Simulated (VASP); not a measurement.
Write the native input for VASP 6.6.1 that does the following.

```yaml
Task: single point
Functional: PBE
Potentials_or_basis: VASP PAW PBE potentials, release 64 (Mg, O)
Cutoff: 520 eV
k_mesh: 9 × 9 × 6
Occupations: gaussian, width 0.02 eV
Spin: no spin polarisation
Dipole_correction: no
Further_INCAR_settings: ALGO = Normal; EDIFF = 1e-06; NBANDS = 16
```

The structure of MgO lies in POSCAR:

```
MgO
1.0
    2.9607545718      0.0000000000      0.0000000000
   -1.4803772859      2.5640886735      0.0000000000
    0.0000000000      0.0000000000      5.2337868488
Mg O
2 2
Direct
    0.0000000000      0.0000000000      0.0000000000
    0.3333333333      0.6666666667      0.5000000000
    0.6666666667      0.3333333333      0.2500000000
    0.6666666667      0.3333333333      0.7500000000
```

The input as run:

INCAR

```
SYSTEM = MgO
PREC     = Accurate       ! precision mode
ENCUT    = 520            ! plane-wave cutoff, eV
EDIFF    = 1E-6           ! SCF threshold, eV
ISMEAR   = 0              ! smearing method
SIGMA    = 0.02           ! smearing width, eV
LREAL    = .False.        ! projectors in reciprocal space
LASPH    = .True.         ! aspherical terms in the spheres
NELM     = 80             ! most SCF steps
ALGO     = Normal         ! electronic algorithm
ISIF     = 2              ! what is computed and relaxed
LWAVE    = .False.        ! write WAVECAR
LCHARG   = .False.        ! write CHGCAR
GGA      = PE             ! functional
NBANDS   = 16             ! bands
```

KPOINTS

```
Automatic mesh
0
Gamma
  9 9 6
  0 0 0
```

Potentials or basis: VASP PAW PBE potentials, release 64 (Mg, O).

Launch:

```bash
$ cat potpaw_PBE.64/Mg/POTCAR potpaw_PBE.64/O/POTCAR > POTCAR
$ mpirun -np 1 vasp_std > vasp.out
```

It gave:

```json
{
  "Pressure": "-0.7 GPa",
  "Band gap on the k mesh": "2.79 eV (least direct gap 3.13 eV)"
}
```

Wall time 9.4 s on 1 thread of Intel(R) Xeon(R) 6975P-C (Granite Rapids) (shared host), peak memory 0.17 GiB.
